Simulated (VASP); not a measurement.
A run of VASP 6.6.1 is set up as follows.

POSCAR

```
Sn
1.0
   -1.8946518192      1.8946518192      1.8946518192
    1.8946518192     -1.8946518192      1.8946518192
    1.8946518192      1.8946518192     -1.8946518192
Sn
1
Direct
    0.0000000000      0.0000000000      0.0000000000
```

INCAR.step1

```
PREC     = Accurate       # precision mode
ENCUT    = 550            # plane-wave cutoff, eV
ISMEAR   = -4             # smearing method
SIGMA    = 0.1            # smearing width, eV
LREAL    = F              # projectors in reciprocal space
LASPH    = T              # aspherical terms in the spheres
NELM     = 120            # most SCF steps
NBANDS   = 13             # bands
GGA      = PE             # functional
ALGO     = Normal         # electronic algorithm
EDIFF    = 1E-5           # SCF threshold, eV
LWAVE    = T              # write WAVECAR
LCHARG   = F              # write CHGCAR
GGA_COMPAT= F
```

The input INCAR.step2:

```
PREC     = Accurate       # precision mode
ENCUT    = 550            # plane-wave cutoff, eV
EDIFF    = 1E-6           # SCF threshold, eV
ISMEAR   = -4             # smearing method
SIGMA    = 0.1            # smearing width, eV
LREAL    = F              # projectors in reciprocal space
LASPH    = T              # aspherical terms in the spheres
NELM     = 120            # most SCF steps
ALGO     = Normal         # electronic algorithm
ISIF     = 2              # what is computed and relaxed
LWAVE    = F              # write WAVECAR
LCHARG   = F              # write CHGCAR
METAGGA  = R2SCAN         # meta-GGA
LMIXTAU  = T            
NBANDS   = 13             # bands
ISTART   = 1            
GGA_COMPAT= F
```

Contents of KPOINTS:

```
Automatic mesh
0
Gamma
  6 6 6
```

Potentials or basis: VASP PAW PBE potentials, release 64 (Sn_d).

Run with:

```sh
$ cat potpaw_PBE.64/Sn_d/POTCAR > POTCAR
$ cp INCAR.step1 INCAR
$ mpirun -np 1 vasp_std > vasp.out
$ cp INCAR.step2 INCAR
$ mpirun -np 1 vasp_std > vasp.out
```

Q: What does it give for the pressure?

A: 3.0 GPa.

Q: Predict the band gap on the k mesh.

A: Zero (band 7 reaches 16.43 eV, above the bottom of band 8 at 5.45 eV).

Caveat: the k points lie up to 0.39 Å⁻¹ apart; the PAW data sets were made with another functional, which shifts forces and pressure a little; spin-orbit coupling is left out, which moves the levels of the heavy elements.
